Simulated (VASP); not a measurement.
TePb:

```
CELL_PARAMETERS angstrom
0.00000 3.28605 3.28605
3.28605 0.00000 3.28605
3.28605 3.28605 0.00000
ATOMIC_POSITIONS crystal
Te 0.50000 0.50000 0.50000
Pb 0.00000 0.00000 0.00000
```

| Quantity | Value |
| --- | --- |
| Program | VASP 6.6.1 |
| Task | relaxation of cell and atoms |
| Functional | PBE |
| Dispersion | D3(BJ) |
| Potentials or basis | VASP PAW PBE potentials, release 64 (Te, Pb_d) |
| Cutoff | 600 eV |
| k mesh | 8 × 8 × 8 |
| Occupations | gaussian, width 0.02 eV |
| Spin | no spin polarisation |

At the start: pressure -1.6 GPa; volume 35.48 Å³/atom.

Q: Where does the relaxation end?

A: Over 3 steps the energy falls by 9.3 meV/atom and the volume is 33.83 Å³/atom (-4.7 %); space group Fm-3m (No. 225, to 0.05 Å).

Step by step:
| step | energy change (eV) | largest force (eV/Å) | pressure (GPa) | volume (Å³) |
| --- | --- | --- | --- | --- |
| 1 | 0.0000 | 0.0000 | -1.64 | 70.97 |
| 2 | -0.0184 | 0.0000 | 0.25 | 67.29 |
| 3 | -0.0187 | 0.0000 | 0.01 | 67.66 |

Final structure:
```
Te Pb
1.0
     0.00000    3.23426    3.23426
     3.23426    0.00000    3.23426
     3.23426    3.23426    0.00000
Te Pb
1 1
Direct
  0.50000 0.50000 0.50000
  0.00000 0.00000 0.00000
```
